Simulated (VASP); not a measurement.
# WCl6 in VASP: relaxation of the atoms with PBE

Aim: the relaxation of the atoms of WCl6 with PBE.

Program: VASP 6.6.1. These are calculated values, not measurements. Logs are shortened: lines on timing, memory, paths and dates and some standing lists are left out, and cuts for length are marked.

## 1. The cell of the first run

The cell holds a molecule in a box, 7 atoms: a = 15.552 Å, b = 15.598 Å, c = 15.582 Å, α = 90.00°, β = 90.00°, γ = 90.00°.

## 2. Relaxation of the atoms, PBE

The input, INCAR:

```
PREC = Accurate
ENCUT = 450
EDIFF = 1E-7
ISMEAR = 0
SIGMA = 0.005
LREAL = False
LASPH = True
NELM = 120
ALGO = Normal
ISIF = 2
LWAVE = False
LCHARG = False
GGA = PE
IBRION = 2
NSW = 100
EDIFFG = -0.01
ISYM = 0
GGA_COMPAT = False
NELMIN = 4
NELMDL = -8
```

The input, KPOINTS:

```
regular mesh
0
Gamma
  1 1 1
```

The input, POSCAR:

```
WCl6
1.0
   15.5518221961      0.0000000000      0.0000000000
    0.0000000000     15.5984616229      0.0000000000
    0.0000000000      0.0000000000     15.5822276076
W Cl
1 6
Direct
    0.5008284713      0.4992622457      0.5002958929
    0.6463436933      0.5002092391      0.4991578227
    0.3536563067      0.4991664347      0.5008395962
    0.4996236506      0.6474011263      0.4993127415
    0.4995766806      0.3525988737      0.5013624549
    0.4990767559      0.4995438941      0.6470337786
    0.4998111425      0.5000280723      0.3529662214
```

Potentials or basis: VASP PAW PBE potentials, release 64 (W_sv, Cl).

Command:

```
$ cat potpaw_PBE.64/W_sv/POTCAR potpaw_PBE.64/Cl/POTCAR > POTCAR
$ mpirun -np 1 vasp_gam > vasp.out
```

OUTCAR:

```text
PREC = Accurate
   ENCUT = 450
   EDIFF = 1E-7
   ISMEAR = 0
   LREAL = False
   LASPH = True
   NELM = 120
   ISIF = 2
   GGA = PE
   IBRION = 2
   NSW = 100
   EDIFFG = -0.01
   ISYM = 0
   NELMIN = 4
   NELMDL = -8

 ion  position               nearest neighbor table
   1  0.501  0.499  0.500-   2 2.26   6 2.29   5 2.29   3 2.29   7 2.30   4 2.31
   2  0.646  0.500  0.499-   1 2.26
   3  0.354  0.499  0.501-   1 2.29
   4  0.500  0.647  0.499-   1 2.31
   5  0.500  0.353  0.501-   1 2.29
   6  0.499  0.500  0.647-   1 2.29
   7  0.500  0.500  0.353-   1 2.30

IMPORTANT INFORMATION: All symmetrisations will be switched off!
NOSYMM: (Re-)initialisation of all symmetry stuff for point group C_1.

----------------------------------------------------------------------------------------

                                     Primitive cell

  volume of cell :    3780.0069

  direct lattice vectors                    reciprocal lattice vectors
    15.551822196  0.000000000  0.000000000     0.064301147  0.000000000  0.000000000
     0.000000000 15.598461623  0.000000000     0.000000000  0.064108886  0.000000000
     0.000000000  0.000000000 15.582227608     0.000000000  0.000000000  0.064175677

  length of vectors
    15.551822196 15.598461623 15.582227608     0.064301147  0.064108886  0.064175677

  position of ions in fractional coordinates (direct lattice)
     0.500828471  0.499262246  0.500295893
     0.646343693  0.500209239  0.499157823
     0.353656307  0.499166435  0.500839596
     0.499623651  0.647401126  0.499312741
     0.499576681  0.352598874  0.501362455
     0.499076756  0.499543894  0.647033779
     0.499811143  0.500028072  0.352966221

  ion indices of the primitive-cell ions
   primitive index   ion index
                 1           1
                 2           2
                 3           3
                 4           4
                 5           5
                 6           6
                 7           7

----------------------------------------------------------------------------------------

 KPOINTS: regular mesh

Automatic generation of k-mesh.
 Grid dimensions read from file:
 generate k-points for:    1    1    1

 Generating k-lattice:

  Cartesian coordinates                     Fractional coordinates (reciprocal lattice)
     0.064301147  0.000000000  0.000000000     1.000000000  0.000000000  0.000000000
     0.000000000  0.064108886  0.000000000     0.000000000  1.000000000  0.000000000
     0.000000000  0.000000000  0.064175677     0.000000000  0.000000000  1.000000000

  Length of vectors
     0.064301147  0.064108886  0.064175677

  Shift w.r.t. Gamma in fractional coordinates (k-lattice)
     0.000000000  0.000000000  0.000000000

 Subroutine IBZKPT returns following result:
 ===========================================

 Found      1 irreducible k-points:

 Following reciprocal coordinates:
            Coordinates               Weight
  0.000000  0.000000  0.000000      1.000000
   k-points           NKPTS =      1   k-points in BZ     NKDIM =      1   number of bands    NBANDS=     33
   number of dos      NEDOS =    301   number of ions     NIONS =      7
   total plane-waves  NPLWV = ******
   dimension x,y,z NGX =   108 NGY =  108 NGZ =  108
   dimension x,y,z NGXF=   216 NGYF=  216 NGZF=  216
   ions per type =               1   6
   NGX,Y,Z   is equivalent  to a cutoff of  11.54, 11.51, 11.52 a.u.
   NGXF,Y,Z  is equivalent  to a cutoff of  23.09, 23.02, 23.04 a.u.
 SYSTEM =  unknown system
   PREC   = accura    normal or accurate (medium, high low for compatibility)
   ISTART =      0    job   : 0-new  1-cont  2-samecut
   ICHARG =      2    charge: 1-file 2-atom 10-const
   ISPIN  =      1    spin polarized calculation?
   LNONCOLLINEAR =      F non collinear calculations
   LSORBIT =      F    spin-orbit coupling
   LASPH  =      T    aspherical Exc in radial PAW
   ENCUT  =  450.0 eV  33.07 Ry    5.75 a.u.  26.90 26.98 26.95*2*pi/ulx,y,z
   NELM   =    120;   NELMIN=  4; NELMDL= -8     # of ELM steps
   EDIFF  = 0.1E-06   stopping-criterion for ELM
   LREAL  =      F    real-space projection
   EDIFFG = -.1E-01   stopping-criterion for IOM
   NSW    =    100    number of steps for IOM
   IBRION =      2    ionic relax: 0-MD 1-quasi-New 2-CG
   NFREE  =      1    steps in history (QN), initial steepest desc. (CG)
   ISIF   =      2    stress and relaxation
   ISYM   =      0    0-nonsym 1-usesym 2-fastsym
   POTIM  = 0.5000    time-step for ionic-motion
   TEBEG  =    0.0;   TEEND  =   0.0 temperature during run
   PSTRESS=    0.0 pullay stress
   NELECT =      56.0000    total number of electrons
   NUPDOWN=      -1.0000    fix difference up-down
   EMIN   =  10.00;   EMAX   =-10.00  energy-range for DOS
   EFERMI =   0.00;   METHOD = LEGACY
   ISMEAR =     0;   SIGMA  =   0.01  broadening in eV -4-tet -1-fermi 0-gaus
   EFERMI_NEDOS =   21; number of points for ismear=-14 and -15
   IALGO  =     38    algorithm
   IMIX   =      4    mixing-type and parameters
     AMIX     =   0.40;   BMIX     =  1.00
     AMIX_MAG =   1.60;   BMIX_MAG =  1.00
  volume/ion in A,a.u.               =     540.00      3644.11
  Fermi-wavevector in a.u.,A,eV,Ry     =   0.402075  0.759811  2.199572  0.161664
  Thomas-Fermi vector in A             =   1.352095
   LORBIT       =      0    0 simple, 1 ext, 2 COOP (PROOUT), +10 PAW based schemes
   GGA     = PE    functional components
   LHFCALC =     F    Hartree Fock is set to
   AEXX    =    0.0000 exact exchange contribution
   IVDW    =     0    specifies the selected vdW correction
   LEPSILON=     F    determine dielectric tensor
   LRPA    =     F    only Hartree local field effects (RPA)
 conjugate gradient relaxation of ions
 non-spin polarized calculation
 Gauss-broadening in eV      SIGMA  =   0.01
  energy-cutoff  :      450.00
  volume of cell :     3780.01
 maximum number of plane-waves:     40929
 NGX is ok and might be reduce to   108
   NGX = 53   NGY = 53   NGZ = 53

--------------------------------------- Ionic step        1  -------------------------------------------

 number of electron      56.0000002 magnetization

 Free energy of the ion-electron system (eV)
  ---------------------------------------------------
  ext. energy  EPLUGINS =         0.00000000
  ---------------------------------------------------
  free energy    TOTEN  =       -29.97344998 eV

  energy without entropy =      -29.97344998  energy(sigma->0) =      -29.97344998

------------------------ aborting loop because EDIFF is reached ----------------------------------------

  FORCE on cell =-STRESS in cart. coord.  units (eV):
  Direction    XX          YY          ZZ          XY          YZ          ZX
  --------------------------------------------------------------------------------------
  -------------------------------------------------------------------------------------
  Total        2.2689743      0.7663178      1.2570265     -0.0862784      0.2207314      0.2033257
  in kB        0.9617176      0.3248081      0.5327978     -0.0365696      0.0935582      0.0861808
  external PRESSURE =       0.6064412 kB  Pullay stress =       0.0000000 kB

 VOLUME and BASIS-vectors are now :
 -----------------------------------------------------------------------------
  energy-cutoff  :      450.00
  volume of cell :     3780.01
      direct lattice vectors                 reciprocal lattice vectors
    15.551822196  0.000000000  0.000000000     0.064301147  0.000000000  0.000000000
     0.000000000 15.598461623  0.000000000     0.000000000  0.064108886  0.000000000
     0.000000000  0.000000000 15.582227608     0.000000000  0.000000000  0.064175677
[... 83 lines left out ...]
 POSITION                                       TOTAL-FORCE (eV/Angst)
 -----------------------------------------------------------------------------------
      7.77292      7.79870      7.79134         0.164353     -0.112769      0.053759
     10.07929      7.80174      7.77982        -0.010863     -0.014499      0.036375
      5.48343      7.78714      7.80220        -0.229819      0.018021     -0.036163
      7.77040     10.10105      7.78226         0.001101      0.038712      0.032892
      7.77144      5.48635      7.81019         0.034738      0.068466     -0.043513
      7.76480      7.79414     10.09727         0.056811      0.039211      0.010191
      7.77225      7.79756      5.48980        -0.016320     -0.037143     -0.053542
 -----------------------------------------------------------------------------------
    total drift:                               -0.000034     -0.000204     -0.000005

  FREE ENERGIE OF THE ION-ELECTRON SYSTEM (eV)
  ---------------------------------------------------
  free  energy   TOTEN  =       -29.9966362551 eV

  energy  without entropy=      -29.9966362551  energy(sigma->0) =      -29.99663626

[... ionic steps 4 to 7 ...]

--------------------------------------- Ionic step        8  -------------------------------------------

 number of electron      55.9999996 magnetization

------------------------ aborting loop because EDIFF is reached ----------------------------------------

  FORCE on cell =-STRESS in cart. coord.  units (eV):
  Direction    XX          YY          ZZ          XY          YZ          ZX
  --------------------------------------------------------------------------------------
  -------------------------------------------------------------------------------------
  Total       -0.1628267     -0.0617747     -0.1018579     -0.0107889      0.0251850      0.0240080
  in kB       -0.0690150     -0.0261835     -0.0431730     -0.0045729      0.0106748      0.0101759
  external PRESSURE =      -0.0461239 kB  Pullay stress =       0.0000000 kB

 VOLUME and BASIS-vectors are now :
 -----------------------------------------------------------------------------
  energy-cutoff  :      450.00
  volume of cell :     3780.01
      direct lattice vectors                 reciprocal lattice vectors
    15.551822196  0.000000000  0.000000000     0.064301147  0.000000000  0.000000000
     0.000000000 15.598461623  0.000000000     0.000000000  0.064108886  0.000000000
     0.000000000  0.000000000 15.582227608     0.000000000  0.000000000  0.064175677
[... 42 lines left out ...]
 POSITION                                       TOTAL-FORCE (eV/Angst)
 -----------------------------------------------------------------------------------
      7.77413      7.79616      7.79302        -0.012918     -0.030853      0.008171
     10.07930      7.79901      7.78660        -0.003037     -0.001161      0.006220
      5.46798      7.79034      7.79592         0.010957      0.002687     -0.002373
      7.77068     10.09899      7.78820        -0.001696      0.026833      0.002454
      7.77775      5.49061      7.80237         0.002399      0.003165     -0.006573
      7.77517      7.80097     10.09817         0.006571      0.004338      0.000290
      7.76952      7.79062      5.48861        -0.002275     -0.005010     -0.008188
 -----------------------------------------------------------------------------------
    total drift:                               -0.000280      0.000042     -0.000028

  FREE ENERGIE OF THE ION-ELECTRON SYSTEM (eV)
  ---------------------------------------------------
  free  energy   TOTEN  =       -30.0001364026 eV

  energy  without entropy=      -30.0001364026  energy(sigma->0) =      -30.00013640

--------------------------------------- Ionic step       10  -------------------------------------------

 number of electron      55.9999996 magnetization

 Free energy of the ion-electron system (eV)
  ---------------------------------------------------
  ext. energy  EPLUGINS =         0.00000000
  ---------------------------------------------------
  free energy    TOTEN  =       -30.00019513 eV

  energy without entropy =      -30.00019513  energy(sigma->0) =      -30.00019513

 E-fermi :  -7.3162     XC(G=0):  -0.6868

 val. band max:       -7.4541637144   @ k =   0.0000   0.0000   0.0000
 cond. band min:      -5.3173459813   @ k =   0.0000   0.0000   0.0000
 fundamental gap:      2.1368177331
 Fermi energy:        -7.3162329549

 k-point     1 :       0.0000    0.0000    0.0000
  band No.  band energies     occupation
      1     -82.3038      2.00000
      2     -46.3617      2.00000
      3     -46.3614      2.00000
      4     -46.3613      2.00000
      5     -21.3526      2.00000
      6     -20.6616      2.00000
[... 47 lines left out ...]
 POSITION                                       TOTAL-FORCE (eV/Angst)
 -----------------------------------------------------------------------------------
      7.77337      7.79513      7.79333        -0.000319      0.004002     -0.001483
     10.07809      7.79868      7.78763         0.004330      0.000389      0.002100
      5.46850      7.79078      7.79525        -0.000937      0.000439      0.001737
      7.77055     10.10063      7.78886        -0.001737     -0.006281     -0.001449
      7.77842      5.48997      7.80125        -0.001454      0.002573     -0.001830
      7.77649      7.80183     10.09841         0.000398     -0.000241     -0.001345
      7.76911      7.78966      5.48815        -0.000281     -0.000881      0.002269
 -----------------------------------------------------------------------------------
    total drift:                               -0.000168      0.000123     -0.000022

  FREE ENERGIE OF THE ION-ELECTRON SYSTEM (eV)
  ---------------------------------------------------
  free  energy   TOTEN  =       -30.0001951287 eV

  energy  without entropy=      -30.0001951287  energy(sigma->0) =      -30.00019513

 reached required accuracy - stopping structural energy minimisation
```

Wall time 77 min (1 thread of Intel Xeon 8259CL, shared host); peak memory 1.8 GiB.

What came out:

| Property | Result |
| --- | --- |
| Free energy | -30.0002 eV |
| Energy gained by relaxing | 3.8 meV/atom |
| Ionic steps | 10 |
| Largest force after relaxing | 0.007 eV/Å |
| Gap between the frontier levels | 2.14 eV |

Forces in eV/Å, atoms in the order of the input:
```
W    0.000  0.004 -0.001
Cl   0.004  0.000  0.002
Cl  -0.001  0.000  0.002
Cl  -0.002 -0.006 -0.001
Cl  -0.001  0.003 -0.002
Cl   0.000  0.000 -0.001
Cl   0.000 -0.001  0.002
```

The path:
```
step  energy change (eV)  largest force (eV/Å)  pressure (GPa)
   1              0.0000                0.6593            0.06
   2             -0.0227                0.3033           -0.01
   3             -0.0232                0.2333            0.00
   4             -0.0256                0.0842           -0.01
   5             -0.0256                0.0576           -0.01
   6             -0.0262                0.0392           -0.01
   7             -0.0265                0.0406            0.00
   8             -0.0267                0.0267            0.00
   9             -0.0267                0.0344            0.00
  10             -0.0267                0.0067           -0.01
```

Final structure:
```
W Cl
1.0
    15.55182    0.00000    0.00000
     0.00000   15.59846    0.00000
     0.00000    0.00000   15.58223
W Cl
1 6
Direct
  0.49984 0.49974 0.50014
  0.64803 0.49996 0.49978
  0.35163 0.49946 0.50027
  0.49966 0.64754 0.49986
  0.50016 0.35196 0.50065
  0.50004 0.50017 0.64807
  0.49956 0.49939 0.35221
```

Levels at points of the mesh, in eV from the valence-band top:
```tsv
k point	band 25	band 26	band 27	band 28	band 29	band 30	band 31	band 32
(0.00, 0.00, 0.00)	-0.57	0.00	0.00	0.00	2.14	2.14	2.14	5.47
```

Caveat: spin-orbit coupling is left out, which moves the levels of the heavy elements.
